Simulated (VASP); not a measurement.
# AgBr (Fm-3m) in VASP: further runs, part 2 of 2

VASP 6.6.1. Earlier steps stand in the parts before.

## 3. Electric field gradients, PBE (volume scaled by 1.05)

Contents of INCAR:

```
SYSTEM = AgBr
ALGO = Normal ; EDIFF = 1E-8
ENCUT = 400 ; GGA = PE
GGA_COMPAT = .FALSE. ; ISIF = 2
ISMEAR = -1 ; LASPH = .TRUE.
LCHARG = .FALSE. ; LEFG = .TRUE.
LREAL = .FALSE. ; LWAVE = .FALSE.
NBANDS = 16 ; NELM = 120
PREC = Accurate ; SIGMA = 0.02
```

Contents of KPOINTS:

```
k-points
0
G
  7 7 7
  0 0 0
```

Contents of POSCAR:

```
AgBr
1.0
    0.0000000000      2.9333707056      2.9333707056
    2.9333707056      0.0000000000      2.9333707056
    2.9333707056      2.9333707056      0.0000000000
Ag Br
1 1
Direct
    0.5000000000      0.5000000000      0.5000000000
    0.0000000000      0.0000000000      0.0000000000
```

Potentials or basis: VASP PAW PBE potentials, release 64 (Ag, Br).

Run with:

```console
$ cat potpaw_PBE.64/Ag/POTCAR potpaw_PBE.64/Br/POTCAR > POTCAR
$ mpirun -np 1 vasp_std > vasp.out
```

OUTCAR:

```text
SYSTEM = AgBr
   EDIFF = 1E-8
   ENCUT = 400
   GGA = PE
   ISIF = 2
   ISMEAR = -1
   LASPH = .TRUE.
   LREAL = .FALSE.
   NELM = 120
   PREC = Accurate

 ion  position               nearest neighbor table
   1  0.500  0.500  0.500-   2 2.93   2 2.93   2 2.93   2 2.93   2 2.93   2 2.93
   2  0.000  0.000  0.000-   1 2.93   1 2.93   1 2.93   1 2.93   1 2.93   1 2.93

  LATTYP: Found a face centered cubic cell.
 ALAT       =     5.8667414112

  Lattice vectors:

 A1 = (   0.0000000000,   2.9333707056,   2.9333707056)
 A2 = (   2.9333707056,   0.0000000000,   2.9333707056)
 A3 = (   2.9333707056,   2.9333707056,   0.0000000000)

Analysis of symmetry for initial positions (statically):
=====================================================================
 Subroutine PRICEL returns:
 Original cell was already a primitive cell.

 Routine SETGRP: Setting up the symmetry group for a
 face centered cubic supercell.

[... 561 lines left out ...]
      direct lattice vectors                 reciprocal lattice vectors
     0.000000000  2.933370706  2.933370706    -0.170452374  0.170452374  0.170452374
     2.933370706  0.000000000  2.933370706     0.170452374 -0.170452374  0.170452374
     2.933370706  2.933370706  0.000000000     0.170452374  0.170452374 -0.170452374

 POSITION                                       TOTAL-FORCE (eV/Angst)
 -----------------------------------------------------------------------------------
      2.93337      2.93337      2.93337         0.000000      0.000000      0.000000
      0.00000      0.00000      0.00000        -0.000000     -0.000000     -0.000000
 -----------------------------------------------------------------------------------
    total drift:                                0.000000      0.000000      0.000000

  FREE ENERGIE OF THE ION-ELECTRON SYSTEM (eV)
  ---------------------------------------------------
  free  energy   TOTEN  =        -4.9982824523 eV

  energy  without entropy=       -4.9982824522  energy(sigma->0) =       -4.99828245

 Electric field gradients (V/A^2)
---------------------------------------------------------------------
 ion       V_xx      V_yy      V_zz      V_xy      V_xz      V_yz
---------------------------------------------------------------------
   1       0.000     0.000     0.000    -0.000    -0.000    -0.000
   2      -0.000     0.000    -0.000     0.001     0.001     0.001
---------------------------------------------------------------------

 Electric field gradients after diagonalization (V/A^2)
 (convention: |V_zz| > |V_xx| > |V_yy|)
----------------------------------------------------------------------
 ion       V_xx      V_yy      V_zz     asymmetry (V_yy - V_xx)/ V_zz
----------------------------------------------------------------------
   1       0.000     0.000    -0.000       0.000
   2      -0.001    -0.001     0.002       0.000
----------------------------------------------------------------------

           NMR quadrupolar parameters

 Cq : quadrupolar parameter    Cq=e*Q*V_zz/h
 eta: asymmetry parameters     (V_yy - V_xx)/ V_zz
 Q  : nuclear electric quadrupole moment in mb (millibarn)
----------------------------------------------------------------------
 ion       Cq(MHz)       eta       Q (mb)
----------------------------------------------------------------------
   1      -0.000       0.000       1.000
   2       0.000       0.000       1.000
----------------------------------------------------------------------
```

OSZICAR:

```text
N       E                     dE             d eps       ncg     rms          rms(c)
DAV:   1     0.745219171303E+02    0.74522E+02   -0.72937E+03   648   0.814E+02
DAV:   2    -0.288429252742E+01   -0.77406E+02   -0.72035E+02   792   0.185E+02
DAV:   3    -0.511337619374E+01   -0.22291E+01   -0.22246E+01   800   0.317E+01
DAV:   4    -0.512194680911E+01   -0.85706E-02   -0.85703E-02   816   0.229E+00
DAV:   5    -0.512202015380E+01   -0.73345E-04   -0.73344E-04   776   0.204E-01    0.498E+00
DAV:   6    -0.500256201004E+01    0.11946E+00   -0.17958E-01   776   0.593E+00    0.329E+00
DAV:   7    -0.499810806662E+01    0.44539E-02   -0.63900E-02   712   0.165E+00    0.144E+00
DAV:   8    -0.499818566302E+01   -0.77596E-04   -0.43966E-03   752   0.649E-01    0.264E-01
DAV:   9    -0.499824644160E+01   -0.60779E-04   -0.49039E-04   776   0.244E-01    0.383E-02
DAV:  10    -0.499827546887E+01   -0.29027E-04   -0.45896E-05   824   0.825E-02    0.243E-02
DAV:  11    -0.499828266020E+01   -0.71913E-05   -0.13859E-05   752   0.286E-02    0.596E-03
DAV:  12    -0.499828245769E+01    0.20251E-06   -0.83283E-07   792   0.795E-03    0.238E-03
DAV:  13    -0.499828244695E+01    0.10739E-07   -0.17412E-07   744   0.314E-03    0.580E-04
DAV:  14    -0.499828243688E+01    0.10077E-07   -0.14032E-08   728   0.956E-04    0.372E-04
DAV:  15    -0.499828245492E+01   -0.18045E-07   -0.29744E-09   560   0.493E-04    0.371E-05
DAV:  16    -0.499828245233E+01    0.25902E-08   -0.16696E-10   368   0.917E-05
   1 F= -.49982825E+01 E0= -.49982825E+01  d E =-.161674E-09
```

Wall time 7.5 s (1 thread of Intel Xeon 6975P-C (Granite Rapids), shared host); peak memory 0.16 GiB.

What came out:

```
Free energy            : -4.9983 eV
Pressure               : -0.7 GPa
Band gap on the k mesh : 0.76 eV, indirect (least direct gap 2.40 eV)
```

Caveat: the cell differs from its parent crystal (volume scaled by 1.05); without QUAD_EFG the Cq values of the log hold for a quadrupole moment of 1 mb, not for the nuclei. A k mesh can miss the band edges.

## 4. Density of states, PBE

This run uses another cell than the first one, of 24.04 Å³/atom, 0.976 times its volume.

Contents of POSCAR:

```
AgBr
1.0
    0.0000000000      2.8860500000      2.8860500000
    2.8860500000      0.0000000000      2.8860500000
    2.8860500000      2.8860500000      0.0000000000
Ag Br
1 1
Direct
    0.5000000000      0.5000000000      0.5000000000
    0.0000000000      0.0000000000      0.0000000000
```

Contents of INCAR.step1:

```
SYSTEM = AgBr
PREC     = Accurate       ! precision mode
ENCUT    = 400            ! plane-wave cutoff, eV
EDIFF    = 1E-6           ! SCF threshold, eV
ISMEAR   = -1             ! smearing method
SIGMA    = 0.02           ! smearing width, eV
LREAL    = .False.        ! projectors in reciprocal space
LASPH    = .True.         ! aspherical terms in the spheres
NELM     = 120            ! most SCF steps
ALGO     = Normal         ! electronic algorithm
ISIF     = 2              ! what is computed and relaxed
LWAVE    = .False.        ! write WAVECAR
LCHARG   = .True.         ! write CHGCAR
LMAXMIX  = 4              ! l up to which the mixer works
GGA      = PE             ! functional
NBANDS   = 16             ! bands
GGA_COMPAT= .False.      
NEDOS    = 2001           ! points of the DOS
LORBIT   = 11             ! projections on sites
```

Contents of KPOINTS.step1:

```
regular mesh
0
Gamma
  7 7 7
  0 0 0
```

Contents of INCAR.step2:

```
SYSTEM = AgBr
PREC     = Accurate       ! precision mode
ENCUT    = 400            ! plane-wave cutoff, eV
EDIFF    = 1E-6           ! SCF threshold, eV
ISMEAR   = -5             ! smearing method
SIGMA    = 0.02           ! smearing width, eV
LREAL    = .False.        ! projectors in reciprocal space
LASPH    = .True.         ! aspherical terms in the spheres
NELM     = 120            ! most SCF steps
ALGO     = Normal         ! electronic algorithm
ISIF     = 2              ! what is computed and relaxed
LWAVE    = .False.        ! write WAVECAR
LCHARG   = .False.        ! write CHGCAR
LMAXMIX  = 4              ! l up to which the mixer works
GGA      = PE             ! functional
LORBIT   = 11             ! projections on sites
NBANDS   = 16             ! bands
NEDOS    = 2001           ! points of the DOS
ICHARG   = 11             ! starting density
GGA_COMPAT= .False.
```

Contents of KPOINTS.step2:

```
regular mesh
0
Gamma
  11 11 11
  0 0 0
```

Run with:

```console
$ cat potpaw_PBE.64/Ag/POTCAR potpaw_PBE.64/Br/POTCAR > POTCAR
$ cp INCAR.step1 INCAR
$ cp KPOINTS.step1 KPOINTS
$ mpirun -np 1 vasp_std > vasp.out
$ cp INCAR.step2 INCAR
$ cp KPOINTS.step2 KPOINTS
$ mpirun -np 1 vasp_std > vasp.out
```

Wall time 14 s (1 thread of Intel Xeon 6975P-C (Granite Rapids), shared host); peak memory 0.16 GiB.

It converged, with:

```
Valence electrons inside the program's atomic spheres : Ag 9.72; Br 4.84
```

Levels at points of the mesh, in eV from the valence-band top:
```csv
k point,band 7,band 8,band 9,band 10,band 11,band 12
"(0.00, 0.00, 0.00)",-1.85,-1.85,-1.85,0.70,9.95,9.95
```

## 5. The runs side by side

```tsv
task	cell	k mesh for the DOS	occupations for the DOS	gap on the mesh (eV)	pressure (GPa)
electric field gradients	a = 4.115 Å, angles 60.0°, 2 atoms	-	-	0.75	0.2
electric field gradients	a = 4.148 Å, angles 60.0°, 2 atoms	-	-	0.76	-0.7
density of states	a = 4.081 Å, angles 60.0°, 2 atoms	11 × 11 × 11	tetrahedron	-	-
```

Alike in all rows: level PBE; potentials or basis VASP PAW PBE potentials, release 64 (Ag, Br); no spin polarisation; k mesh 7 × 7 × 7; cutoff (eV) 400; smearing fermi-dirac 0.02 eV.

Absolute energies hang on the potentials; compare differences alone.
